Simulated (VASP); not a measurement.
# SiC (Moissanite 3C) (F-43m) in VASP: notebook, part 2 of 2

VASP 6.6.1. Earlier steps stand in the parts before.

## 3. Single point, RPBE

This run uses another cell than the first one, of 10.55 Å³/atom, 1.020 times its volume.

Contents of INCAR:

```
ALGO = Normal ; EDIFF = 1E-6
ENCUT = 600 ; GGA = RP
GGA_COMPAT = F ; ISIF = 2
ISMEAR = -1 ; LASPH = T
LCHARG = T ; LELF = T
LREAL = F ; LVHAR = T
LWAVE = F ; NBANDS = 11
NELM = 120 ; PREC = Accurate
SIGMA = 0.05
```

Contents of KPOINTS:

```
k-points
0
Gamma
  10 10 10
```

Contents of POSCAR:

```
SiC
1.0
    0.0000000000      2.1934308841      2.1934308841
    2.1934308841      0.0000000000      2.1934308841
    2.1934308841      2.1934308841      0.0000000000
Si C
1 1
Direct
    0.0000000000      0.0000000000      0.0000000000
    0.7500000000      0.7500000000      0.7500000000
```

Potentials or basis: VASP PAW PBE potentials, release 64 (Si, C).

Started as:

```
> cat potpaw_PBE.64/Si/POTCAR potpaw_PBE.64/C/POTCAR > POTCAR
> mpirun -np 1 vasp_std > vasp.out
```

OUTCAR:

```text
EDIFF = 1E-6
   ENCUT = 600
   GGA = RP
   ISIF = 2
   ISMEAR = -1
   LASPH = T
   LREAL = F
   NELM = 120
   PREC = Accurate

 ion  position               nearest neighbor table
   1  0.000  0.000  0.000-   2 1.90   2 1.90   2 1.90   2 1.90
   2  0.750  0.750  0.750-   1 1.90   1 1.90   1 1.90   1 1.90

  LATTYP: Found a face centered cubic cell.
 ALAT       =     4.3868617682

  Lattice vectors:

 A1 = (   0.0000000000,   2.1934308841,   2.1934308841)
 A2 = (   2.1934308841,   0.0000000000,   2.1934308841)
 A3 = (   2.1934308841,   2.1934308841,   0.0000000000)

Analysis of symmetry for initial positions (statically):
=====================================================================
 Subroutine PRICEL returns:
 Original cell was already a primitive cell.

 Routine SETGRP: Setting up the symmetry group for a
 face centered cubic supercell.

 Subroutine GETGRP returns: Found 24 space group operations
 (whereof 24 operations were pure point group operations)
 out of a pool of 48 trial point group operations.

The static configuration has the point symmetry T_d .

Analysis of symmetry for dynamics (positions and initial velocities):
=====================================================================
 Subroutine PRICEL returns:
 Original cell was already a primitive cell.

 Routine SETGRP: Setting up the symmetry group for a
 face centered cubic supercell.

 Subroutine GETGRP returns: Found 24 space group operations
 (whereof 24 operations were pure point group operations)
 out of a pool of 48 trial point group operations.

The dynamic configuration has the point symmetry T_d .

 Subroutine INISYM returns: Found 24 space group operations
 (whereof 24 operations are pure point group operations),
 and found     1 'primitive' translations

----------------------------------------------------------------------------------------

                                     Primitive cell

  volume of cell :      21.1058

  direct lattice vectors                    reciprocal lattice vectors
     0.000000000  2.193430884  2.193430884    -0.227953387  0.227953387  0.227953387
     2.193430884  0.000000000  2.193430884     0.227953387 -0.227953387  0.227953387
     2.193430884  2.193430884  0.000000000     0.227953387  0.227953387 -0.227953387

  length of vectors
     3.101979704  3.101979704  3.101979704     0.394826849  0.394826849  0.394826849

  position of ions in fractional coordinates (direct lattice)
     0.000000000  0.000000000  0.000000000
     0.750000000  0.750000000  0.750000000

  ion indices of the primitive-cell ions
   primitive index   ion index
                 1           1
                 2           2

----------------------------------------------------------------------------------------

 KPOINTS: k-points

Automatic generation of k-mesh.
 Grid dimensions read from file:
 generate k-points for:   10   10   10

 Generating k-lattice:

  Cartesian coordinates                     Fractional coordinates (reciprocal lattice)
    -0.022795339  0.022795339  0.022795339     0.100000000  0.000000000  0.000000000
     0.022795339 -0.022795339  0.022795339     0.000000000  0.100000000  0.000000000
     0.022795339  0.022795339 -0.022795339     0.000000000  0.000000000  0.100000000

  Length of vectors
     0.039482685  0.039482685  0.039482685

  Shift w.r.t. Gamma in fractional coordinates (k-lattice)
     0.000000000  0.000000000  0.000000000

 Subroutine IBZKPT returns following result:
 ===========================================

 Found     47 irreducible k-points:

 Following reciprocal coordinates:
            Coordinates               Weight
  0.000000  0.000000  0.000000      1.000000
  0.100000  0.000000  0.000000      8.000000
  0.200000  0.000000  0.000000      8.000000
  0.300000  0.000000  0.000000      8.000000
  0.400000  0.000000  0.000000      8.000000
  0.500000  0.000000  0.000000      4.000000
[... 16 lines left out ...]
  0.300000  0.300000  0.000000      6.000000
  0.400000  0.300000  0.000000     24.000000
 [... further k-points ...]
   k-points           NKPTS =     47   k-points in BZ     NKDIM =     47   number of bands    NBANDS=     11
   number of dos      NEDOS =    301   number of ions     NIONS =      2
   total plane-waves  NPLWV =  21952
   dimension x,y,z NGX =    28 NGY =   28 NGZ =   28
   dimension x,y,z NGXF=    56 NGYF=   56 NGZF=   56
   ions per type =               1   1
   NGX,Y,Z   is equivalent  to a cutoff of  15.01, 15.01, 15.01 a.u.
   NGXF,Y,Z  is equivalent  to a cutoff of  30.01, 30.01, 30.01 a.u.
 SYSTEM =  unknown system
   PREC   = accura    normal or accurate (medium, high low for compatibility)
   ISTART =      0    job   : 0-new  1-cont  2-samecut
   ICHARG =      2    charge: 1-file 2-atom 10-const
   ISPIN  =      1    spin polarized calculation?
   LNONCOLLINEAR =      F non collinear calculations
   LSORBIT =      F    spin-orbit coupling
   LASPH  =      T    aspherical Exc in radial PAW
   ENCUT  =  600.0 eV  44.10 Ry    6.64 a.u.   6.20  6.20  6.20*2*pi/ulx,y,z
   NELM   =    120;   NELMIN=  2; NELMDL= -5     # of ELM steps
   EDIFF  = 0.1E-05   stopping-criterion for ELM
   LREAL  =      F    real-space projection
   EDIFFG = 0.1E-04   stopping-criterion for IOM
   NSW    =      0    number of steps for IOM
   IBRION =     -1    ionic relax: 0-MD 1-quasi-New 2-CG
   NFREE  =      0    steps in history (QN), initial steepest desc. (CG)
   ISIF   =      2    stress and relaxation
   ISYM   =      2    0-nonsym 1-usesym 2-fastsym
   POTIM  = 0.5000    time-step for ionic-motion
   TEBEG  =    0.0;   TEEND  =   0.0 temperature during run
   PSTRESS=    0.0 pullay stress
   NELECT =       8.0000    total number of electrons
   NUPDOWN=      -1.0000    fix difference up-down
   EMIN   =  10.00;   EMAX   =-10.00  energy-range for DOS
   EFERMI =   0.00;   METHOD = LEGACY
   ISMEAR =    -1;   SIGMA  =   0.05  broadening in eV -4-tet -1-fermi 0-gaus
   EFERMI_NEDOS =   21; number of points for ismear=-14 and -15
   IALGO  =     38    algorithm
   IMIX   =      4    mixing-type and parameters
     AMIX     =   0.40;   BMIX     =  1.00
     AMIX_MAG =   1.60;   BMIX_MAG =  1.00
  volume/ion in A,a.u.               =      10.55        71.21
  Fermi-wavevector in a.u.,A,eV,Ry     =   1.184780  2.238909 19.098532  1.403703
  Thomas-Fermi vector in A             =   2.320987
   LORBIT       =      0    0 simple, 1 ext, 2 COOP (PROOUT), +10 PAW based schemes
   GGA     = RP    functional components
   LHFCALC =     F    Hartree Fock is set to
   AEXX    =    0.0000 exact exchange contribution
   IVDW    =     0    specifies the selected vdW correction
   LEPSILON=     F    determine dielectric tensor
   LRPA    =     F    only Hartree local field effects (RPA)
 non-spin polarized calculation
  energy-cutoff  :      600.00
  volume of cell :       21.11
 maximum number of plane-waves:       725
 NGX is ok and might be reduce to    28
   NGX = 13   NGY = 13   NGZ = 13

 number of electron       8.0000000 magnetization

 Free energy of the ion-electron system (eV)
  ---------------------------------------------------
  ext. energy  EPLUGINS =         0.00000000
  ---------------------------------------------------
  free energy    TOTEN  =       -14.32563642 eV

  energy without entropy =      -14.32563641  energy(sigma->0) =      -14.32563642

 E-fermi :   8.6847     XC(G=0): -11.2023

 val. band max:        7.9728265387   @ k =   0.0000   0.0000   0.0000
 cond. band min:       9.3575961921   @ k =   0.5000   0.5000   0.0000
 fundamental gap:      1.3847696533
 Fermi energy:         8.6846657299

 k-point     1 :       0.0000    0.0000    0.0000
  band No.  band energies     occupation
      1      -7.2930      2.00000
      2       7.9728      2.00000
      3       7.9728      2.00000
      4       7.9728      2.00000
      5      13.9900      0.00000
      6      15.1926      0.00000
      7      15.1926      0.00000
      8      15.1926      0.00000
      9      22.3071      0.00000
     10      22.3071      0.00000
     11      24.3411      0.00000
[... 309 lines left out ...]
 k-point    24 :       0.4000    0.3000    0.0000
  band No.  band energies     occupation
      1      -4.2143      2.00000
      2       2.4135      2.00000
      3       4.8732      2.00000
      4       5.3882      2.00000
      5      10.8465      0.00000
      6      13.5697      0.00000
      7      19.4454      0.00000
      8      19.7709      0.00000
      9      21.5970      0.00000
     10      25.8306      0.00000
     11      28.9686      0.00000

 [... further k-points ...]
[... 5 lines left out ...]
  --------------------------------------------------------------------------------------
  -------------------------------------------------------------------------------------
  Total        0.1978581      0.1978581      0.1978581     -0.0000000     -0.0000000      0.0000000
  in kB       15.0197454     15.0197454     15.0197454     -0.0000000     -0.0000000      0.0000000
  external PRESSURE =      15.0197454 kB  Pullay stress =       0.0000000 kB

 VOLUME and BASIS-vectors are now :
 -----------------------------------------------------------------------------
  energy-cutoff  :      600.00
  volume of cell :       21.11
      direct lattice vectors                 reciprocal lattice vectors
     0.000000000  2.193430884  2.193430884    -0.227953387  0.227953387  0.227953387
     2.193430884  0.000000000  2.193430884     0.227953387 -0.227953387  0.227953387
     2.193430884  2.193430884  0.000000000     0.227953387  0.227953387 -0.227953387

 POSITION                                       TOTAL-FORCE (eV/Angst)
 -----------------------------------------------------------------------------------
      0.00000      0.00000      0.00000         0.000000      0.000000     -0.000000
      3.29015      3.29015      3.29015        -0.000000     -0.000000      0.000000
 -----------------------------------------------------------------------------------
    total drift:                                0.000000      0.000000      0.000000

  FREE ENERGIE OF THE ION-ELECTRON SYSTEM (eV)
  ---------------------------------------------------
  free  energy   TOTEN  =       -14.3256364236 eV

  energy  without entropy=      -14.3256364104  energy(sigma->0) =      -14.32563642
```

Wall time 36 s (1 thread of Intel Xeon 8259CL, shared host); peak memory 0.15 GiB.

Results:

```
Free energy            : -14.3256 eV
Pressure               : 1.5 GPa
Band gap on the k mesh : 1.38 eV, indirect (least direct gap 4.52 eV)
```

Caveat: the PAW data sets were made with another functional, which shifts forces and pressure a little.

## 4. Comparison with measurements

Step 2. A measured gap of SiC is 2.4 eV (indirect; quoted in “Insight into the structural, elastic and electronic properties of a new orthorhombic 6O-SiC polytype”, 2020, pmc:7200658); the calculated 1.23 eV misses it by -1.17 eV. The value is that of PBEsol on a finite k mesh, which can miss the band edges, without temperature or zero-point motion. Semilocal functionals fall short of measured gaps as a rule.

Step 3. A measured gap of SiC is 2.4 eV (indirect; quoted in “Insight into the structural, elastic and electronic properties of a new orthorhombic 6O-SiC polytype”, 2020, pmc:7200658); the calculated 1.38 eV misses it by -1.02 eV. The value is that of RPBE on a finite k mesh, which can miss the band edges, without temperature or zero-point motion. Semilocal functionals fall short of measured gaps as a rule.
